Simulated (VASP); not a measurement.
Wanted: the native input for a VASP 6.6.1 run.

```
Task                   : single point
Functional             : PBE
Potentials or basis    : VASP PAW PBE potentials, release 64 (Hg, Te)
Cutoff                 : 520 eV
k mesh                 : 10 × 10 × 8
Occupations            : gaussian, width 0.1 eV
Spin                   : no spin polarisation
Dipole correction      : no
Further INCAR settings : ALGO = Normal; EDIFF = 1e-06; NBANDS = 26
```

The structure of HgTe lies in POSCAR:

```
HgTe
1.0
    2.9664296394     -3.4783879297      0.0000000000
    2.9664296394      3.4783879297      0.0000000000
    0.0000000000      0.0000000000      5.8781768394
Hg Te
2 2
Direct
    0.3319444959      0.6680555041      0.7500000000
    0.6680555041      0.3319444959      0.2500000000
    0.7707545029      0.2292454971      0.7500000000
    0.2292454971      0.7707545029      0.2500000000
```

The input as run:

INCAR

```
SYSTEM = HgTe
  PREC = Accurate
  ENCUT = 520
  EDIFF = 1E-6
  ISMEAR = 0
  SIGMA = 0.1
  LREAL = .False.
  LASPH = .True.
  NELM = 100
  ALGO = Normal
  ISIF = 2
  LWAVE = .False.
  LCHARG = .False.
  GGA = PE
  NBANDS = 26
```

KPOINTS

```
regular mesh
0
Gamma
  10 10 8
  0 0 0
```

Potentials or basis: VASP PAW PBE potentials, release 64 (Hg, Te).

Launch:

```sh
$ cat potpaw_PBE.64/Hg/POTCAR potpaw_PBE.64/Te/POTCAR > POTCAR
$ mpirun -np 1 vasp_std > vasp.out
```

It gave:

The pressure is 0.1 GPa. The largest force is 0.008 eV/Å. The band gap on the k mesh is zero (band 18 reaches 4.26 eV, above the bottom of band 19 at 2.06 eV).

Caveat: spin-orbit coupling is left out, which moves the levels of the heavy elements.

It took 5.2 min on 1 thread of Intel Xeon 6975P-C, on a shared host, peak memory 0.55 GiB.
